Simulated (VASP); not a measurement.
# SiNi (Pmmn) in VASP: notebook

The runs below take SiNi through single point, with PBE.

Everything below comes from runs of VASP 6.6.1. Logs are shortened: lines on timing, memory, paths and dates and some standing lists are left out, and cuts for length are marked.

### 1 The cell of the first run

It takes space group Pmmn (No. 59, orthorhombic). The conventional cell has a = 3.027 Å, b = 3.273 Å, c = 4.698 Å, α = 90.00°, β = 90.00°, γ = 90.00°. Within 3.1 Å of Si (site symmetry mm2) lie 6 Ni at 2.34 to 2.40 Å and 6 Si at 2.68 to 3.03 Å. Ni (site symmetry mm2) has 6 Si at 2.34 to 2.40 Å and 6 Ni at 2.67 to 3.03 Å within 3.1 Å.

### 2 Single point, PBE, collinear spin, ferromagnetic start

The input, INCAR:

```
SYSTEM = SiNi
ALGO = Normal ; EDIFF = 1E-6
ENCUT = 520 ; GGA = PE
ISIF = 2 ; ISMEAR = 0
ISPIN = 2 ; LASPH = .True.
LCHARG = .True. ; LELF = .True.
LMAXMIX = 4 ; LORBIT = 11
LREAL = .False. ; LVHAR = .True.
LWAVE = .False. ; MAGMOM = 0 0 2 2
NBANDS = 26 ; NELM = 150
PREC = Accurate ; SIGMA = 0.1
```

The input, KPOINTS:

```
k-points
0
Gamma
  6 6 4
  0 0 0
```

The input, POSCAR:

```
SiNi
1.0
    3.0266200000      0.0000000000      0.0000000000
    0.0000000000      3.2735000000      0.0000000000
    0.0000000000      0.0000000000      4.6977600000
Si Ni
2 2
Direct
    0.5000000000      0.5000000000      0.8423000000
    0.0000000000      0.0000000000      0.1577000000
    0.5000000000      0.5000000000      0.3442200000
    0.0000000000      0.0000000000      0.6557800000
```

Potentials or basis: VASP PAW PBE potentials, release 64 (Si, Ni).

Started as:

```sh
cat potpaw_PBE.64/Si/POTCAR potpaw_PBE.64/Ni/POTCAR > POTCAR
mpirun -np 1 vasp_std > vasp.out
```

OUTCAR:

```text
SYSTEM = SiNi
   EDIFF = 1E-6
   ENCUT = 520
   GGA = PE
   ISIF = 2
   ISMEAR = 0
   ISPIN = 2
   LASPH = .True.
   LORBIT = 11
   LREAL = .False.
   NELM = 150
   PREC = Accurate

 ion  position               nearest neighbor table
   1  0.500  0.500  0.842-   3 2.34   3 2.36   4 2.40   4 2.40   4 2.40   4 2.40   2 2.68   2 2.68
                             2 2.68   2 2.68
   2  0.000  0.000  0.158-   4 2.34   4 2.36   3 2.40   3 2.40   3 2.40   3 2.40   1 2.68   1 2.68
                             1 2.68   1 2.68
   3  0.500  0.500  0.344-   1 2.34   1 2.36   2 2.40   2 2.40   2 2.40   2 2.40   4 2.67   4 2.67
                             4 2.67   4 2.67
   4  0.000  0.000  0.656-   2 2.34   2 2.36   1 2.40   1 2.40   1 2.40   1 2.40   3 2.67   3 2.67
                             3 2.67   3 2.67

  LATTYP: Found a simple orthorhombic cell.
 ALAT       =     3.0266200000
 B/A-ratio  =     1.0815695396
 C/A-ratio  =     1.5521472798

  Lattice vectors:

 A1 = (   3.0266200000,   0.0000000000,   0.0000000000)
 A2 = (   0.0000000000,   3.2735000000,   0.0000000000)
 A3 = (   0.0000000000,   0.0000000000,   4.6977600000)

Analysis of symmetry for initial positions (statically):
=====================================================================
 Subroutine PRICEL returns:
 Original cell was already a primitive cell.

 Routine SETGRP: Setting up the symmetry group for a
 simple orthorhombic supercell.

 Subroutine GETGRP returns: Found  8 space group operations
 (whereof  4 operations were pure point group operations)
 out of a pool of  8 trial point group operations.

The static configuration has the point symmetry C_2v.
 The point group associated with its full space group is D_2h.

Analysis of symmetry for dynamics (positions and initial velocities):
=====================================================================
 Subroutine PRICEL returns:
 Original cell was already a primitive cell.

 Routine SETGRP: Setting up the symmetry group for a
 simple orthorhombic supercell.

 Subroutine GETGRP returns: Found  8 space group operations
 (whereof  4 operations were pure point group operations)
 out of a pool of  8 trial point group operations.

The dynamic configuration has the point symmetry C_2v.
 The point group associated with its full space group is D_2h.

Analysis of structural, dynamic, and magnetic symmetry:
=====================================================================
 Subroutine PRICEL returns:
 Original cell was already a primitive cell.

 Routine SETGRP: Setting up the symmetry group for a
 simple orthorhombic supercell.

 Subroutine GETGRP returns: Found  8 space group operations
 (whereof  4 operations were pure point group operations)
 out of a pool of  8 trial point group operations.

The overall configuration has the point symmetry C_2v.
 The point group associated with its full space group is D_2h.

 Subroutine INISYM returns: Found  8 space group operations
 (whereof  4 operations are pure point group operations),
 and found     1 'primitive' translations

----------------------------------------------------------------------------------------

                                     Primitive cell

  volume of cell :      46.5437

  direct lattice vectors                    reciprocal lattice vectors
     3.026620000  0.000000000  0.000000000     0.330401570  0.000000000  0.000000000
     0.000000000  3.273500000  0.000000000     0.000000000  0.305483428  0.000000000
     0.000000000  0.000000000  4.697760000     0.000000000  0.000000000  0.212867409

  length of vectors
     3.026620000  3.273500000  4.697760000     0.330401570  0.305483428  0.212867409

  position of ions in fractional coordinates (direct lattice)
     0.500000000  0.500000000  0.842300000
     0.000000000  0.000000000  0.157700000
     0.500000000  0.500000000  0.344220000
     0.000000000  0.000000000  0.655780000

  ion indices of the primitive-cell ions
   primitive index   ion index
                 1           1
                 2           2
                 3           3
                 4           4

----------------------------------------------------------------------------------------

 KPOINTS: k-points

Automatic generation of k-mesh.
 Grid dimensions read from file:
 generate k-points for:    6    6    4

 Generating k-lattice:

  Cartesian coordinates                     Fractional coordinates (reciprocal lattice)
     0.055066928  0.000000000  0.000000000     0.166666667  0.000000000  0.000000000
     0.000000000  0.050913905  0.000000000     0.000000000  0.166666667  0.000000000
     0.000000000  0.000000000  0.053216852     0.000000000  0.000000000  0.250000000

  Length of vectors
     0.055066928  0.050913905  0.053216852

  Shift w.r.t. Gamma in fractional coordinates (k-lattice)
     0.000000000  0.000000000  0.000000000

 Subroutine IBZKPT returns following result:
 ===========================================

 Found     48 irreducible k-points:

 Following reciprocal coordinates:
            Coordinates               Weight
  0.000000  0.000000  0.000000      1.000000
  0.166667  0.000000  0.000000      2.000000
  0.333333  0.000000  0.000000      2.000000
  0.500000  0.000000  0.000000      1.000000
  0.000000  0.166667  0.000000      2.000000
  0.166667  0.166667  0.000000      4.000000
[... 16 lines left out ...]
  0.333333  0.166667  0.250000      8.000000
  0.500000  0.166667  0.250000      4.000000
 [... further k-points ...]
   k-points           NKPTS =     48   k-points in BZ     NKDIM =     48   number of bands    NBANDS=     26
   number of dos      NEDOS =    301   number of ions     NIONS =      4
   total plane-waves  NPLWV =  20736
   dimension x,y,z NGX =    24 NGY =   24 NGZ =   36
   dimension x,y,z NGXF=    48 NGYF=   48 NGZF=   72
   ions per type =               2   2
   NGX,Y,Z   is equivalent  to a cutoff of  13.18, 12.19, 12.74 a.u.
   NGXF,Y,Z  is equivalent  to a cutoff of  26.37, 24.38, 25.48 a.u.
 SYSTEM =  SiNi
   PREC   = accura    normal or accurate (medium, high low for compatibility)
   ISTART =      0    job   : 0-new  1-cont  2-samecut
   ICHARG =      2    charge: 1-file 2-atom 10-const
   ISPIN  =      2    spin polarized calculation?
   LNONCOLLINEAR =      F non collinear calculations
   LSORBIT =      F    spin-orbit coupling
   LASPH  =      T    aspherical Exc in radial PAW
   ENCUT  =  520.0 eV  38.22 Ry    6.18 a.u.   5.63  6.09  8.73*2*pi/ulx,y,z
   NELM   =    150;   NELMIN=  2; NELMDL= -5     # of ELM steps
   EDIFF  = 0.1E-05   stopping-criterion for ELM
   LREAL  =      F    real-space projection
   EDIFFG = 0.1E-04   stopping-criterion for IOM
   NSW    =      0    number of steps for IOM
   IBRION =     -1    ionic relax: 0-MD 1-quasi-New 2-CG
   NFREE  =      0    steps in history (QN), initial steepest desc. (CG)
   ISIF   =      2    stress and relaxation
   ISYM   =      2    0-nonsym 1-usesym 2-fastsym
   POTIM  = 0.5000    time-step for ionic-motion
   TEBEG  =    0.0;   TEEND  =   0.0 temperature during run
   PSTRESS=    0.0 pullay stress
   NELECT =      28.0000    total number of electrons
   NUPDOWN=      -1.0000    fix difference up-down
   EMIN   =  10.00;   EMAX   =-10.00  energy-range for DOS
   EFERMI =   0.00;   METHOD = LEGACY
   ISMEAR =     0;   SIGMA  =   0.10  broadening in eV -4-tet -1-fermi 0-gaus
   EFERMI_NEDOS =   21; number of points for ismear=-14 and -15
   IALGO  =     38    algorithm
   IMIX   =      4    mixing-type and parameters
     AMIX     =   0.40;   BMIX     =  1.00
     AMIX_MAG =   1.60;   BMIX_MAG =  1.00
  volume/ion in A,a.u.               =      11.64        78.52
  Fermi-wavevector in a.u.,A,eV,Ry     =   1.381997  2.611596 25.985987  1.909916
  Thomas-Fermi vector in A             =   2.506729
   LORBIT       =     11    0 simple, 1 ext, 2 COOP (PROOUT), +10 PAW based schemes
   GGA     = PE    functional components
   LHFCALC =     F    Hartree Fock is set to
   AEXX    =    0.0000 exact exchange contribution
   IVDW    =     0    specifies the selected vdW correction
   LEPSILON=     F    determine dielectric tensor
   LRPA    =     F    only Hartree local field effects (RPA)
 spin polarized calculation
 Gauss-broadening in eV      SIGMA  =   0.10
  energy-cutoff  :      520.00
  volume of cell :       46.54
 maximum number of plane-waves:      1270
 NGX is ok and might be reduce to    24
   NGX = 11   NGY = 13   NGZ = 17

 number of electron      28.0000015 magnetization      -0.0007244

 number of electron      28.0000015 magnetization       0.0001169

 Free energy of the ion-electron system (eV)
  ---------------------------------------------------
  ext. energy  EPLUGINS =         0.00000000
  ---------------------------------------------------
  free energy    TOTEN  =       -23.61014024 eV

  energy without entropy =      -23.60455978  energy(sigma->0) =      -23.60735001

 E-fermi :  11.1757     XC(G=0): -12.4573

 val. band max:       11.1704888704   @ k =   0.3333   0.3333   0.0000
 cond. band min:      11.1977951286   @ k =   0.1667   0.0000   0.0000
 fundamental gap:      0.0273062582
 Fermi energy:        11.1757333439

 spin component 1

 k-point     1 :       0.0000    0.0000    0.0000
  band No.  band energies     occupation
      1      -2.5540      1.00000
      2       3.1801      1.00000
      3       4.8331      1.00000
      4       7.1404      1.00000
      5       7.7391      1.00000
      6       8.2813      1.00000
[... 685 lines left out ...]
     25      23.2744      0.00000
     26      23.2744      0.00000

 [... further k-points ...]

 spin component 2

 k-point     1 :       0.0000    0.0000    0.0000
  band No.  band energies     occupation
      1      -2.5540      1.00000
      2       3.1801      1.00000
      3       4.8331      1.00000
      4       7.1405      1.00000
      5       7.7392      1.00000
      6       8.2814      1.00000
[... 685 lines left out ...]
     25      23.2744      0.00000
     26      23.2744      0.00000

 [... further k-points ...]
[... 5 lines left out ...]
  --------------------------------------------------------------------------------------
  -------------------------------------------------------------------------------------
  Total        0.4911832     -0.0899724      0.5043821      0.0000000      0.0000000      0.0000000
  in kB       16.9080319     -3.0971244     17.3623782      0.0000000      0.0000000      0.0000000
  external PRESSURE =      10.3910952 kB  Pullay stress =       0.0000000 kB

 VOLUME and BASIS-vectors are now :
 -----------------------------------------------------------------------------
  energy-cutoff  :      520.00
  volume of cell :       46.54
      direct lattice vectors                 reciprocal lattice vectors
     3.026620000  0.000000000  0.000000000     0.330401570  0.000000000  0.000000000
     0.000000000  3.273500000  0.000000000     0.000000000  0.305483428  0.000000000
     0.000000000  0.000000000  4.697760000     0.000000000  0.000000000  0.212867409

 POSITION                                       TOTAL-FORCE (eV/Angst)
 -----------------------------------------------------------------------------------
      1.51331      1.63675      3.95692         0.000000      0.000000      0.125483
      0.00000      0.00000      0.74084         0.000000      0.000000     -0.125483
      1.51331      1.63675      1.61706         0.000000      0.000000     -0.128786
      0.00000      0.00000      3.08070         0.000000      0.000000      0.128786
 -----------------------------------------------------------------------------------
    total drift:                                0.000000      0.000000      0.000000

  FREE ENERGIE OF THE ION-ELECTRON SYSTEM (eV)
  ---------------------------------------------------
  free  energy   TOTEN  =       -23.6101402355 eV

  energy  without entropy=      -23.6045597781  energy(sigma->0) =      -23.60735001

 total charge

# of ion       s       p       d       tot
------------------------------------------
    1        0.748   0.853   0.000   1.601
    2        0.748   0.853   0.000   1.601
    3        0.473   0.599   8.457   9.530
    4        0.473   0.599   8.457   9.530
--------------------------------------------------
tot          2.443   2.904  16.915  22.262

 magnetization (x)

# of ion       s       p       d       tot
------------------------------------------
    1        0.000  -0.000   0.000  -0.000
    2        0.000  -0.000   0.000  -0.000
    3       -0.000  -0.000   0.000   0.000
    4       -0.000  -0.000   0.000   0.000
--------------------------------------------------
tot         -0.000  -0.000   0.000   0.000
```

Wall time 89 s (1 thread of AMD EPYC 9R45 (Zen 5), shared host); peak memory 0.19 GiB.

What came out:

- Free energy: -23.6101 eV
- Pressure: 1.0 GPa
- Largest force: 0.129 eV/Å
- Band gap on the k mesh: zero (filled and empty bands overlap)
- Net moment: 0.00 μB per cell
- Valence electrons inside the program's atomic spheres: Si 1.60; Ni 9.53

Forces on the atoms (eV/Å):
```
Si   0.000  0.000  0.125
Si   0.000  0.000 -0.125
Ni   0.000  0.000 -0.129
Ni   0.000  0.000  0.129
```

Stress tensor (GPa, compression positive):
```
 1.69  0.00  0.00
 0.00 -0.31  0.00
 0.00  0.00  1.74
```

Caveat: the starting moments collapsed, and a magnetic state may lie lower.

### 3 Single point, PBE

The input, INCAR:

```
ALGO = Normal ; EDIFF = 1E-6
ENCUT = 520 ; GGA = PE
ISIF = 2 ; ISMEAR = 0
LASPH = True ; LCHARG = True
LELF = True ; LREAL = False
LVHAR = True ; LWAVE = False
NBANDS = 22 ; NELM = 60
PREC = Accurate ; SIGMA = 0.1
```

The input, KPOINTS:

```
k-points
0
Gamma
  14 12 10
```

POSCAR is that of step 2.

Potentials or basis: VASP PAW PBE potentials, release 64 (Si, Ni).

Started as:

```sh
cat potpaw_PBE.64/Si/POTCAR potpaw_PBE.64/Ni/POTCAR > POTCAR
mpirun -np 1 vasp_std > vasp.out
```

Run time: 4 min. Hardware: 1 thread of AMD EPYC 9R45 (Zen 5), shared host; peak memory 0.36 GiB.

The run converged. Its results:

```
Free energy            : -23.6109 eV
Pressure               : 1.2 GPa
Largest force          : 0.117 eV/Å
Band gap on the k mesh : zero (band 14 reaches 13.19 eV, above the bottom of band 15 at 10.80 eV)
```

Forces in eV/Å, atoms in the order of the input:
```
Si   0.000  0.000  0.108
Si   0.000  0.000 -0.108
Ni   0.000  0.000 -0.117
Ni   0.000  0.000  0.117
```

Stress tensor (GPa, compression positive):
```
1.30 0.00 0.00
0.00 0.85 0.00
0.00 0.00 1.55
```

Levels at points of the mesh, in eV from the Fermi level:
| k point | band 11 | band 12 | band 13 | band 14 | band 15 | band 16 | band 17 | band 18 |
| --- | --- | --- | --- | --- | --- | --- | --- | --- |
| (0.00, 0.00, 0.00) | -2.30 | -1.94 | -1.93 | -1.06 | 0.77 | 2.96 | 5.10 | 5.35 |
| (0.50, 0.00, 0.00) | -2.46 | -2.46 | -1.63 | -1.63 | 1.66 | 1.66 | 3.51 | 3.51 |
| (0.00, 0.50, 0.00) | -2.20 | -2.20 | -2.04 | -2.04 | 1.25 | 1.25 | 4.58 | 4.58 |
| (0.50, 0.50, 0.00) | -1.97 | -1.97 | -1.62 | -1.62 | 1.50 | 1.50 | 2.02 | 2.02 |
| (0.00, 0.00, 0.50) | -2.65 | -1.99 | 1.27 | 1.93 | 2.23 | 2.53 | 2.58 | 3.63 |
| (0.50, 0.00, 0.50) | -2.11 | -2.11 | -1.45 | -1.45 | 3.77 | 3.77 | 5.31 | 5.31 |
| (0.00, 0.50, 0.50) | -1.97 | -1.97 | -1.90 | -1.90 | 4.99 | 4.99 | 5.29 | 5.29 |
| (0.50, 0.50, 0.50) | -1.99 | -1.99 | -1.56 | -1.56 | -0.37 | -0.37 | 0.96 | 0.96 |

Spin polarisation is off, so any magnetic state and its effect on volume and gap are missing.
